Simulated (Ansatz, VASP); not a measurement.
**AlN in VASP and in Ansatz**

```xyz
4
Lattice="3.1449 0.0000 0.0000 -1.5725 2.7236 0.0000 0.0000 0.0000 4.9525" Properties=species:S:1:pos:R:3 pbc="T T T"
Al    0.0000    1.8157   -0.0074
Al    1.5725    0.9079    2.4688
N     0.0000    1.8157    1.8993
N     1.5725    0.9079    4.3755
```

Change from the starting cell: strained cell.

Alike in both runs: functional PBEsol; k mesh 9 × 9 × 4; occupations gaussian, width 0.02 eV; no spin polarisation.

Ansatz relaxed the structure, and its values are those at the end. VASP's run is a single point on that final structure, the one shown.

|  | VASP | Ansatz |
| --- | --- | --- |
| version | VASP 6.6.1 | Ansatz 0.2.0 |
| potentials or method | VASP PAW PBE potentials, release 64 (Al, N), cutoff 600 eV | scalar-relativistic, plane waves, PAW |
| valence electrons in the cell | 16 | 16 |

Ansatz gave:

| Property | Result |
| --- | --- |
| gap on the k mesh at the Fermi level (eV) | 3.89 |
| least direct gap on the mesh (eV) | 3.89 |
| pressure (GPa) | -2.9 |

Problem. What did VASP give for the same quantities?

Solution. gap on the k mesh at the Fermi level (eV): 3.91; least direct gap on the mesh (eV): 3.91; pressure (GPa): -3.1.

VASP's potentials were made for PBE, not for PBEsol. With one functional, cell and mesh, what is left measures potentials, basis and numerics. Ansatz's warnings: stress scf threshold loose.
